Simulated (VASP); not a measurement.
# Ir (P6_3/mmc) in VASP: a series of runs, part 2 of 2

VASP 6.6.1. Earlier steps stand in the parts before.

### 4 Single point, LDA

This run uses another cell than the first one, of 14.33 Å³/atom, 1.043 times its volume.

INCAR

```
PREC     = Accurate       # precision mode
ENCUT    = 520            # plane-wave cutoff, eV
EDIFF    = 1E-6           # SCF threshold, eV
ISMEAR   = 0              # smearing method
SIGMA    = 0.1            # smearing width, eV
LREAL    = F              # projectors in reciprocal space
LASPH    = T              # aspherical terms in the spheres
NELM     = 60             # most SCF steps
ALGO     = Normal         # electronic algorithm
ISIF     = 2              # what is computed and relaxed
LWAVE    = F              # write WAVECAR
LCHARG   = F              # write CHGCAR
GGA      = CA             # functional
NBANDS   = 16             # bands
```

KPOINTS

```
regular mesh
0
Gamma
  12 12 7
```

POSCAR

```
Ir
1.0
    2.7329118194      0.0000000000      0.0000000000
   -1.3664559097      2.3667708202      0.0000000000
    0.0000000000      0.0000000000      4.4323408426
Ir
2
Direct
    0.6666666667      0.3333333333      0.7500000000
    0.3333333333      0.6666666667      0.2500000000
```

Launch:

```bash
cat potpaw_LDA.64/Ir/POTCAR > POTCAR
mpirun -np 1 vasp_std > vasp.out
```

Run time: 47 s. Hardware: 1 thread of Intel Xeon 6975P-C, shared host; peak memory 0.15 GiB.

The run converged. Its results:

```
Free energy            : -20.4932 eV
Pressure               : -9.4 GPa
Band gap on the k mesh : zero (band 9 reaches 11.15 eV, above the bottom of band 10 at 7.86 eV)
```

Stress tensor (GPa, compression positive):
```
-9.84  0.00  0.00
 0.00 -9.84  0.00
 0.00  0.00 -8.39
```

Levels at points of the mesh, in eV from the Fermi level:
| k point | band 5 | band 6 | band 7 | band 8 | band 9 | band 10 | band 11 | band 12 | band 13 | band 14 |
| --- | --- | --- | --- | --- | --- | --- | --- | --- | --- | --- |
| (0.00, 0.00, 0.00) | -3.84 | -3.19 | -3.19 | -2.39 | -2.39 | -0.78 | 0.23 | 0.23 | 6.92 | 14.26 |
| (0.50, 0.00, 0.00) | -3.56 | -3.42 | -2.99 | 0.66 | 0.92 | 1.07 | 2.89 | 4.34 | 8.14 | 10.20 |

Caveat: spin-orbit coupling is left out, which moves the levels of the heavy elements.

### 5 Single point, LDA

This run uses another cell than the first one, of 14.63 Å³/atom, 1.064 times its volume.

INCAR

```
  PREC = Accurate
  ENCUT = 520
  EDIFF = 1E-7
  ISMEAR = 0
  SIGMA = 0.1
  LREAL = False
  LASPH = True
  NELM = 80
  ALGO = Normal
  ISIF = 2
  LWAVE = False
  LCHARG = False
  NBANDS = 16
```

KPOINTS

```
Automatic mesh
0
Gamma
  12 12 7
```

POSCAR

```
Ir
1.0
    2.7513780000      0.0000000000      0.0000000000
   -1.3756890000      2.3827630000      0.0000000000
    0.0000000000      0.0000000000      4.4622900000
Ir
2
Direct
    0.6666666667      0.3333333333      0.7500000000
    0.3333333333      0.6666666667      0.2500000000
```

Launch:

```bash
cat potpaw_LDA.64/Ir/POTCAR > POTCAR
mpirun -np 1 vasp_std > vasp.out
```

Run time: 50 s. Hardware: 1 thread of Intel Xeon 6975P-C, shared host; peak memory 0.15 GiB.

The run converged. Its results:

```
Free energy            : -20.4468 eV
Pressure               : -16.1 GPa
Band gap on the k mesh : zero (band 9 reaches 10.76 eV, above the bottom of band 10 at 7.58 eV)
```

Stress tensor (GPa, compression positive):
```
-16.50   0.00   0.00
  0.00 -16.50   0.00
  0.00   0.00 -15.32
```

Levels at points of the mesh, in eV from the Fermi level:
```
           k point  band 6  band 7  band 8  band 9  band 10  band 11  band 12  band 13
(0.00, 0.00, 0.00)   -3.09   -3.09   -2.32   -2.32    -0.72     0.22     0.22     6.74
(0.50, 0.00, 0.00)   -3.32   -2.90    0.63    0.88     1.03     2.82     4.23     8.02
```

Caveat: spin-orbit coupling is left out, which moves the levels of the heavy elements.

### 6 Single point, LDA

This run uses another cell than the first one, of 14.92 Å³/atom, 1.085 times its volume.

INCAR

```
PREC = Accurate ; ENCUT = 520
EDIFF = 1E-6 ; ISMEAR = 0
SIGMA = 0.1 ; LREAL = False
LASPH = True ; NELM = 80
ALGO = Normal ; ISIF = 2
LWAVE = False ; LCHARG = False
GGA = CA ; NBANDS = 16
```

KPOINTS

```
regular mesh
0
Gamma
  12 12 7
```

POSCAR

```
Ir
1.0
    2.7695995774      0.0000000000      0.0000000000
   -1.3847997887      2.3985433473      0.0000000000
    0.0000000000      0.0000000000      4.4918424506
Ir
2
Direct
    0.6666666667      0.3333333333      0.7500000000
    0.3333333333      0.6666666667      0.2500000000
```

Potentials or basis: VASP PAW LDA potentials, release 64 (Ir).

Launch:

```bash
cat potpaw_LDA.64/Ir/POTCAR > POTCAR
mpirun -np 1 vasp_std > vasp.out
```

OUTCAR:

```text
PREC = Accurate
   ENCUT = 520
   EDIFF = 1E-6
   ISMEAR = 0
   LREAL = False
   LASPH = True
   NELM = 80
   ISIF = 2
   GGA = CA

 ion  position               nearest neighbor table
   1  0.667  0.333  0.750-   2 2.76   2 2.76   2 2.76   2 2.76   2 2.76   2 2.76
   2  0.333  0.667  0.250-   1 2.76   1 2.76   1 2.76   1 2.76   1 2.76   1 2.76

  LATTYP: Found a hexagonal cell.
 ALAT       =     2.7695995774
 C/A-ratio  =     1.6218382207

  Lattice vectors:

 A1 = (   2.7695995774,   0.0000000000,   0.0000000000)
 A2 = (  -1.3847997887,   2.3985433473,   0.0000000000)
 A3 = (   0.0000000000,   0.0000000000,   4.4918424506)

Analysis of symmetry for initial positions (statically):
=====================================================================
 Subroutine PRICEL returns:
 Original cell was already a primitive cell.

 Routine SETGRP: Setting up the symmetry group for a
 hexagonal supercell.

 Subroutine GETGRP returns: Found 24 space group operations
 (whereof 12 operations were pure point group operations)
 out of a pool of 24 trial point group operations.

The static configuration has the point symmetry D_3d.
 The point group associated with its full space group is D_6h.

Analysis of symmetry for dynamics (positions and initial velocities):
=====================================================================
 Subroutine PRICEL returns:
 Original cell was already a primitive cell.

 Routine SETGRP: Setting up the symmetry group for a
 hexagonal supercell.

 Subroutine GETGRP returns: Found 24 space group operations
 (whereof 12 operations were pure point group operations)
 out of a pool of 24 trial point group operations.

The dynamic configuration has the point symmetry D_3d.
 The point group associated with its full space group is D_6h.

[... 108 lines left out ...]
   PSTRESS=    0.0 pullay stress
   NELECT =      18.0000    total number of electrons
   NUPDOWN=      -1.0000    fix difference up-down
   EMIN   =  10.00;   EMAX   =-10.00  energy-range for DOS
   EFERMI =   0.00;   METHOD = LEGACY
   ISMEAR =     0;   SIGMA  =   0.10  broadening in eV -4-tet -1-fermi 0-gaus
   EFERMI_NEDOS =   21; number of points for ismear=-14 and -15
   IALGO  =     38    algorithm
   IMIX   =      4    mixing-type and parameters
     AMIX     =   0.40;   BMIX     =  1.00
     AMIX_MAG =   1.60;   BMIX_MAG =  1.00
  volume/ion in A,a.u.               =      14.92       100.68
  Fermi-wavevector in a.u.,A,eV,Ry     =   1.383256  2.613975 26.033358  1.913398
  Thomas-Fermi vector in A             =   2.507871
   LORBIT       =      0    0 simple, 1 ext, 2 COOP (PROOUT), +10 PAW based schemes
   GGA     = CA    functional components
   LHFCALC =     F    Hartree Fock is set to
   AEXX    =    0.0000 exact exchange contribution
   IVDW    =     0    specifies the selected vdW correction
   LEPSILON=     F    determine dielectric tensor
   LRPA    =     F    only Hartree local field effects (RPA)
 non-spin polarized calculation
 Gauss-broadening in eV      SIGMA  =   0.10
  energy-cutoff  :      520.00
  volume of cell :       29.84
 maximum number of plane-waves:       814
 NGX is ok and might be reduce to    24
   NGX = 11   NGY = 11   NGZ = 17

 number of electron      17.9999999 magnetization

 Free energy of the ion-electron system (eV)
  ---------------------------------------------------
  ext. energy  EPLUGINS =         0.00000000
  ---------------------------------------------------
  free energy    TOTEN  =       -20.37724531 eV

  energy without entropy =      -20.36695567  energy(sigma->0) =      -20.37210049

 E-fermi :   9.5369     XC(G=0): -13.8338

 val. band max:        9.5355309268   @ k =   0.3333   0.3333   0.1429
 cond. band min:       9.5625088839   @ k =   0.2500   0.0833   0.4286
 fundamental gap:      0.0269779571
 Fermi energy:         9.5368658979

 k-point     1 :       0.0000    0.0000    0.0000
  band No.  band energies     occupation
      1      -1.1481      2.00000
      2       1.8546      2.00000
      3       5.8356      2.00000
      4       5.9399      2.00000
      5       5.9399      2.00000
      6       6.5446      2.00000
[... 433 lines left out ...]
      3       3.9265      2.00000
      4       4.9396      2.00000
      5       6.0556      2.00000
      6       6.1258      2.00000
[... 8 lines left out ...]
     15      23.4204      0.00000
     16      24.0688      0.00000

 [... further k-points ...]
[... 5 lines left out ...]
  --------------------------------------------------------------------------------------
  -------------------------------------------------------------------------------------
  Total       -4.1651093     -4.1651084     -3.9875434     -0.0000000      0.0000000      0.0000000
  in kB     -223.6391911   -223.6391454   -214.1050607     -0.0000000      0.0000000      0.0000000
  external PRESSURE =    -220.4611324 kB  Pullay stress =       0.0000000 kB

 VOLUME and BASIS-vectors are now :
 -----------------------------------------------------------------------------
  energy-cutoff  :      520.00
  volume of cell :       29.84
      direct lattice vectors                 reciprocal lattice vectors
     2.769599577  0.000000000  0.000000000     0.361063024  0.208459856  0.000000000
    -1.384799789  2.398543347  0.000000000     0.000000000  0.416919711  0.000000000
     0.000000000  0.000000000  4.491842451     0.000000000  0.000000000  0.222625796

 POSITION                                       TOTAL-FORCE (eV/Angst)
 -----------------------------------------------------------------------------------
      1.38480      0.79951      3.36888        -0.000000      0.000000      0.000000
     -0.00000      1.59903      1.12296         0.000000     -0.000000      0.000000
 -----------------------------------------------------------------------------------
    total drift:                                0.000000     -0.000000     -0.000000

  FREE ENERGIE OF THE ION-ELECTRON SYSTEM (eV)
  ---------------------------------------------------
  free  energy   TOTEN  =       -20.3772453101 eV

  energy  without entropy=      -20.3669556746  energy(sigma->0) =      -20.37210049
```

OSZICAR:

```text
N       E                     dE             d eps       ncg     rms          rms(c)
DAV:   1     0.140780163033E+03    0.14078E+03   -0.83795E+03  2432   0.112E+03
DAV:   2    -0.176933603855E+02   -0.15847E+03   -0.14183E+03  2432   0.306E+02
DAV:   3    -0.215977548283E+02   -0.39044E+01   -0.38443E+01  3368   0.578E+01
DAV:   4    -0.216400037907E+02   -0.42249E-01   -0.42234E-01  2696   0.514E+00
DAV:   5    -0.216412350879E+02   -0.12313E-02   -0.12313E-02  3472   0.896E-01    0.196E+01
DAV:   6    -0.205541516575E+02    0.10871E+01   -0.14984E+00  3056   0.158E+01    0.745E+00
DAV:   7    -0.203906604842E+02    0.16349E+00   -0.34533E-01  3288   0.704E+00    0.210E+00
DAV:   8    -0.203836203384E+02    0.70401E-02   -0.47168E-03  2768   0.602E-01    0.137E+00
DAV:   9    -0.203772536714E+02    0.63667E-02   -0.47517E-03  3128   0.918E-01    0.245E-02
DAV:  10    -0.203772518322E+02    0.18392E-05   -0.39036E-05  3720   0.593E-02    0.326E-02
DAV:  11    -0.203772453660E+02    0.64661E-05   -0.51471E-06  3120   0.244E-02    0.402E-03
DAV:  12    -0.203772453101E+02    0.55973E-07   -0.11442E-07  1992   0.353E-03
   1 F= -.20377245E+02 E0= -.20372100E+02  d E =-.102896E-01
```

Run time: 55 s. Hardware: 1 thread of Intel Xeon 6975P-C, shared host; peak memory 0.16 GiB.

What came out:

```yaml
Free_energy: -20.3772 eV
Pressure: -22.0 GPa
Band_gap_on_the_k_mesh: zero (band 9 reaches 10.38 eV, above the bottom of band 10 at 7.31 eV)
```

Stress tensor (GPa, compression positive):
```
-22.36   0.00   0.00
  0.00 -22.36   0.00
  0.00   0.00 -21.41
```

Caveat: spin-orbit coupling is left out, which moves the levels of the heavy elements.

### 7 Summary

| cell | gap on the mesh (eV) | pressure (GPa) |
| --- | --- | --- |
| a = 2.695, b = 2.695, c = 4.371 Å, angles 90.0, 90.0, 120.0°, 2 atoms | none | 7.1 |
| a = 2.714, b = 2.714, c = 4.402 Å, angles 90.0, 90.0, 120.0°, 2 atoms | none | -1.7 |
| a = 2.733, b = 2.733, c = 4.432 Å, angles 90.0, 90.0, 120.0°, 2 atoms | none | -9.4 |
| a = 2.751, b = 2.751, c = 4.462 Å, angles 90.0, 90.0, 120.0°, 2 atoms | none | -16.1 |
| a = 2.770, b = 2.770, c = 4.492 Å, angles 90.0, 90.0, 120.0°, 2 atoms | none | -22.0 |

Alike in all rows: task single point; level LDA; potentials or basis VASP PAW LDA potentials, release 64 (Ir); no spin polarisation; k mesh 12 × 12 × 7; cutoff (eV) 520; smearing gaussian 0.1 eV.

Caveats: spin-orbit coupling is left out, which moves the levels of the heavy elements.

Absolute energies hang on the potentials; compare differences alone.
